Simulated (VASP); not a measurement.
# SnCl (P6/mmm) in VASP: relaxation of cell and atoms with PBE

Aim: the relaxation of cell and atoms of SnCl with PBE.

Everything below comes from runs of VASP 6.6.1. Logs are shortened: lines on timing, memory, paths and dates and some standing lists are left out, and cuts for length are marked.

## 1. The cell of the first run

The structure is hexagonal, space group P6/mmm (No. 191). Conventional cell: a = 3.483 Å, b = 3.483 Å, c = 5.312 Å, α = 90.00°, β = 90.00°, γ = 120.00°. Sn (site symmetry 6/mmm) has 2 Cl at 2.66 Å and 6 Sn at 3.48 Å within 3.5 Å. Within 3.5 Å of Cl (site symmetry 6/mmm) lie 2 Sn at 2.66 Å and 6 Cl at 3.48 Å.

The cell was generated, and may not be a known phase.

## 2. Relaxation of cell and atoms, PBE

Contents of INCAR:

```
SYSTEM = SnCl
  PREC = Accurate
  ENCUT = 600
  EDIFF = 1E-6
  ISMEAR = 0
  SIGMA = 0.1
  LREAL = .FALSE.
  LASPH = .TRUE.
  NELM = 60
  ALGO = Normal
  ISIF = 3
  LWAVE = .FALSE.
  LCHARG = .FALSE.
  GGA = PE
  IBRION = 2
  NSW = 100
  EDIFFG = -0.01
```

Contents of KPOINTS:

```
regular mesh
0
G
  18 18 10
  0 0 0
```

Contents of POSCAR:

```
SnCl
1.0
    3.4828041591      0.0000000000      0.0000000000
   -1.7414020796      3.0161968782      0.0000000000
    0.0000000000      0.0000000000      5.3117157418
Sn Cl
1 1
Direct
    0.0000000000      0.0000000000      0.0000000000
    0.0000000000      0.0000000000      0.5000000000
```

Potentials or basis: VASP PAW PBE potentials, release 64 (Sn_d, Cl).

On the command line:

```
$ cat potpaw_PBE.64/Sn_d/POTCAR potpaw_PBE.64/Cl/POTCAR > POTCAR
$ mpirun -np 1 vasp_std > vasp.out
```

OUTCAR:

```text
SYSTEM = SnCl
   PREC = Accurate
   ENCUT = 600
   EDIFF = 1E-6
   ISMEAR = 0
   LREAL = .FALSE.
   LASPH = .TRUE.
   NELM = 60
   ISIF = 3
   GGA = PE
   IBRION = 2
   NSW = 100
   EDIFFG = -0.01

 ion  position               nearest neighbor table
   1  0.000  0.000  0.000-   2 2.66   2 2.66
   2  0.000  0.000  0.500-   1 2.66   1 2.66

  LATTYP: Found a hexagonal cell.
 ALAT       =     3.4828041591
 C/A-ratio  =     1.5251261625

  Lattice vectors:

 A1 = (   3.4828041591,   0.0000000000,   0.0000000000)
 A2 = (  -1.7414020796,   3.0161968782,   0.0000000000)
 A3 = (   0.0000000000,   0.0000000000,   5.3117157418)

Analysis of symmetry for initial positions (statically):
=====================================================================
 Subroutine PRICEL returns:
 Original cell was already a primitive cell.

 Routine SETGRP: Setting up the symmetry group for a
 hexagonal supercell.

 Subroutine GETGRP returns: Found 24 space group operations
 (whereof 24 operations were pure point group operations)
 out of a pool of 24 trial point group operations.

The static configuration has the point symmetry D_6h.

Analysis of symmetry for dynamics (positions and initial velocities):
=====================================================================
 Subroutine PRICEL returns:
 Original cell was already a primitive cell.

 Routine SETGRP: Setting up the symmetry group for a
 hexagonal supercell.

 Subroutine GETGRP returns: Found 24 space group operations
 (whereof 24 operations were pure point group operations)
 out of a pool of 24 trial point group operations.

The dynamic configuration has the point symmetry D_6h.

 Subroutine INISYM returns: Found 24 space group operations
 (whereof 24 operations are pure point group operations),
 and found     1 'primitive' translations

----------------------------------------------------------------------------------------

                                     Primitive cell

  volume of cell :      55.7986

  direct lattice vectors                    reciprocal lattice vectors
     3.482804159  0.000000000  0.000000000     0.287124959  0.165771672  0.000000000
    -1.741402080  3.016196878  0.000000000     0.000000000  0.331543344  0.000000000
     0.000000000  0.000000000  5.311715742     0.000000000  0.000000000  0.188263086

  length of vectors
     3.482804159  3.482804159  5.311715742     0.331543344  0.331543344  0.188263086

  position of ions in fractional coordinates (direct lattice)
     0.000000000  0.000000000  0.000000000
     0.000000000  0.000000000  0.500000000

  ion indices of the primitive-cell ions
[... 100 lines left out ...]
   GGA     = PE    functional components
   LHFCALC =     F    Hartree Fock is set to
   AEXX    =    0.0000 exact exchange contribution
   IVDW    =     0    specifies the selected vdW correction
   LEPSILON=     F    determine dielectric tensor
   LRPA    =     F    only Hartree local field effects (RPA)
 conjugate gradient relaxation of ions
 non-spin polarized calculation
 Gauss-broadening in eV      SIGMA  =   0.10
  energy-cutoff  :      600.00
  volume of cell :       55.80
 maximum number of plane-waves:      1882
 NGX is ok and might be reduce to    28
   NGX = 13   NGY = 13   NGZ = 21

--------------------------------------- Ionic step        1  -------------------------------------------

 number of electron      21.0000009 magnetization

 Free energy of the ion-electron system (eV)
  ---------------------------------------------------
  ext. energy  EPLUGINS =         0.00000000
  ---------------------------------------------------
  free energy    TOTEN  =        -6.64799390 eV

  energy without entropy =       -6.64523997  energy(sigma->0) =       -6.64661693

------------------------ aborting loop because EDIFF is reached ----------------------------------------

  FORCE on cell =-STRESS in cart. coord.  units (eV):
  Direction    XX          YY          ZZ          XY          YZ          ZX
  --------------------------------------------------------------------------------------
  -------------------------------------------------------------------------------------
  Total        0.0356880      0.0356880     -0.0224818     -0.0000000     -0.0000000      0.0000000
  in kB        1.0247300      1.0247300     -0.6455313     -0.0000000     -0.0000000      0.0000000
  external PRESSURE =       0.4679763 kB  Pullay stress =       0.0000000 kB
[... 95 lines left out ...]
--------------------------------------- Ionic step        4  -------------------------------------------

 number of electron      21.0000009 magnetization

 Free energy of the ion-electron system (eV)
  ---------------------------------------------------
  ext. energy  EPLUGINS =         0.00000000
  ---------------------------------------------------
  free energy    TOTEN  =        -6.64806296 eV

  energy without entropy =       -6.64526429  energy(sigma->0) =       -6.64666363

 E-fermi :   4.0591     XC(G=0):  -9.1015

 val. band max:        4.0559092628   @ k =   0.3333   0.2778   0.3000
 cond. band min:       4.0615586084   @ k =   0.3333   0.2778   0.5000
 fundamental gap:      0.0056493456
 Fermi energy:         4.0590547272

 k-point     1 :       0.0000    0.0000    0.0000
  band No.  band energies     occupation
      1     -17.4114      2.00000
      2     -17.3471      2.00000
      3     -17.3471      2.00000
      4     -17.2962      2.00000
      5     -17.2962      2.00000
      6     -10.8379      2.00000
      7      -3.7248      2.00000
      8      -1.2387      2.00000
      9       2.9363      2.00000
     10       2.9363      2.00000
     11       8.7234      0.00000
     12      10.9812      0.00000
     13      10.9812      0.00000
     14      11.1603      0.00000
[... 377 lines left out ...]
      1     -17.3861      2.00000
      2     -17.3375      2.00000
      3     -17.3192      2.00000
      4     -17.3097      2.00000
      5     -17.2577      2.00000
      6     -10.2766      2.00000
      7      -1.0192      2.00000
      8      -0.3819      2.00000
      9       0.1697      2.00000
     10       2.0946      2.00000
     11       3.1717      2.00000
     12       7.0968      0.00000
     13       9.4178      0.00000
     14      11.2019      0.00000

 [... further k-points ...]

------------------------ aborting loop because EDIFF is reached ----------------------------------------

  FORCE on cell =-STRESS in cart. coord.  units (eV):
  Direction    XX          YY          ZZ          XY          YZ          ZX
  --------------------------------------------------------------------------------------
  -------------------------------------------------------------------------------------
  Total       -0.0034613     -0.0034613     -0.0004293      0.0000000     -0.0000000      0.0000000
  in kB       -0.0990164     -0.0990164     -0.0122804      0.0000000     -0.0000000      0.0000000
  external PRESSURE =      -0.0701044 kB  Pullay stress =       0.0000000 kB
[... 17 lines left out ...]
  FREE ENERGIE OF THE ION-ELECTRON SYSTEM (eV)
  ---------------------------------------------------
  free  energy   TOTEN  =        -6.6480629627 eV

  energy  without entropy=       -6.6452642923  energy(sigma->0) =       -6.64666363

 reached required accuracy - stopping structural energy minimisation
```

CONTCAR:

```text
SnCl
   1.00000000000000
     3.4893358638899636   -0.0000000000001084    0.0000000000000000
    -1.7446679319951695    3.0218535004782581    0.0000000000000000
     0.0000000000000000   -0.0000000000000000    5.3116706880881024
  Sn              Cl
     1     1
Direct
     1.0000000000000000    0.0000000000000000    0.0000000000000000
     0.0000000000000000    1.0000000000000000    0.5000000000000000

  0.00000000E+00  0.00000000E+00  0.00000000E+00
  0.00000000E+00  0.00000000E+00  0.00000000E+00
```

Run time: 11 min. Hardware: 1 thread of Intel Xeon 8259CL, shared host; peak memory 0.36 GiB.

Results:

```yaml
Free_energy: -6.6481 eV
Relaxed_volume: 28.00 Å³/atom
Relaxed_cell: a = 3.489 Å, b = 3.489 Å, c = 5.312 Å, α = 90.00°, β = 90.00°, γ = 120.00°
Space_group_after_relaxing_to_0.1_Å: P6/mmm (No. 191)
Energy_gained_by_relaxing: 0.0 meV/atom
Ionic_steps: 4
Pressure_after_relaxing: 0.0 GPa
Band_gap_on_the_k_mesh: zero (an odd number of electrons rules out a gap without spin polarisation)
```

Final structure:
```yaml
crystal:
  lattice:
    - [3.48934, 0.00000, 0.00000]
    - [-1.74467, 3.02185, 0.00000]
    - [0.00000, 0.00000, 5.31167]
  atoms:
    - { symbol: Sn, position: [0.00000, 0.00000, 0.00000] }
    - { symbol: Cl, position: [0.00000, 0.00000, 0.50000] }
```

Caveat: spin-orbit coupling is left out, which moves the levels of the heavy elements; an odd number of electrons without spin polarisation forces a metal; a magnetic or distorted state may lie lower.
